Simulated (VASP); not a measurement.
# C: relaxation of cell and atoms with PBE+D3(BJ)

Crystal: C.

```
C
1.0
    -1.25058   -2.16606    0.00000
    -3.75173    2.16606    0.00000
     0.00000    0.00000   -4.16335
C
8
Direct
  0.00000 0.66667 0.56278
  0.50000 0.16667 0.56278
  0.00000 0.66667 0.93722
  0.50000 0.16667 0.93722
  0.00000 0.33333 0.06278
  0.50000 0.83333 0.06278
  0.00000 0.33333 0.43722
  0.50000 0.83333 0.43722
```

```json
{
 "Program": "VASP 6.6.1",
 "Task": "relaxation of cell and atoms",
 "Functional": "PBE",
 "Dispersion": "D3(BJ)",
 "Potentials or basis": "VASP PAW PBE potentials, release 64 (C)",
 "Cutoff": "600 eV",
 "k mesh": "8 × 4 × 4",
 "Occupations": "gaussian, width 0.02 eV",
 "Spin": "no spin polarisation",
 "Dipole correction": "no",
 "Further INCAR settings": "ALGO = Normal; EDIFF = 1e-06; IBRION = 2; EDIFFG = -0.015; NSW = 80; ISIF = 3"
}
```

The pressure after relaxing is 0.0 GPa. The band gap on the k mesh is 3.38 eV and the dispersion energy per atom is -0.192 eV.

Forces in eV/Å, atoms in the order of the input:
```
C    0.000  0.000 -0.002
C    0.000  0.000 -0.002
C    0.000  0.000  0.002
C    0.000  0.000  0.002
C    0.000  0.000 -0.002
C    0.000  0.000 -0.002
C    0.000  0.000  0.002
C    0.000  0.000  0.002
```

Stress tensor (GPa, compression positive):
```
 0.08  0.02  0.00
 0.02  0.10  0.00
 0.00  0.00 -0.08
```

Final structure:
```cif
data_structure
_symmetry_space_group_name_H-M 'P 1'
_symmetry_Int_Tables_number 1
_cell_length_a 2.5012
_cell_length_b 4.3321
_cell_length_c 4.1634
_cell_angle_alpha 90.000
_cell_angle_beta 90.000
_cell_angle_gamma 90.000
_cell_volume 45.11
loop_
_atom_site_label
_atom_site_type_symbol
_atom_site_fract_x
_atom_site_fract_y
_atom_site_fract_z
_atom_site_occupancy
C1 C 0.00000 0.66667 0.56278 1
C2 C 0.50000 0.16667 0.56278 1
C3 C 0.00000 0.66667 0.93722 1
C4 C 0.50000 0.16667 0.93722 1
C5 C 0.00000 0.33333 0.06278 1
C6 C 0.50000 0.83333 0.06278 1
C7 C 0.00000 0.33333 0.43722 1
C8 C 0.50000 0.83333 0.43722 1
```

Levels at points of the mesh, in eV from the valence-band top:
| k point | band 14 | band 15 | band 16 | band 17 | band 18 | band 19 |
| --- | --- | --- | --- | --- | --- | --- |
| (0.00, 0.00, 0.00) | -0.49 | 0.00 | 0.00 | 4.50 | 4.98 | 4.98 |
| (0.50, 0.00, 0.00) | -5.61 | -5.20 | -5.20 | 4.45 | 4.45 | 9.79 |
| (0.00, 0.50, 0.00) | -2.55 | -1.88 | -1.88 | 4.95 | 4.95 | 6.97 |
| (0.50, 0.50, 0.00) | -5.99 | -3.16 | -3.16 | 4.50 | 4.50 | 8.10 |
| (0.00, 0.00, 0.50) | -1.86 | -1.86 | -1.86 | 5.91 | 5.91 | 6.54 |
| (0.50, 0.00, 0.50) | -4.66 | -4.66 | -4.66 | 7.30 | 7.30 | 7.30 |
| (0.00, 0.50, 0.50) | -3.82 | -3.82 | -3.82 | 6.08 | 6.08 | 6.08 |
| (0.50, 0.50, 0.50) | -4.85 | -4.85 | -4.85 | 5.91 | 5.91 | 5.91 |

It took 18 s on 1 thread of Intel(R) Xeon(R) 6975P-C (Granite Rapids), on a shared host, peak memory 0.19 GiB.

Caveat: the relaxation stopped at its first step, so nothing moved. As with any semilocal functional, this PBE gap is likely too small.
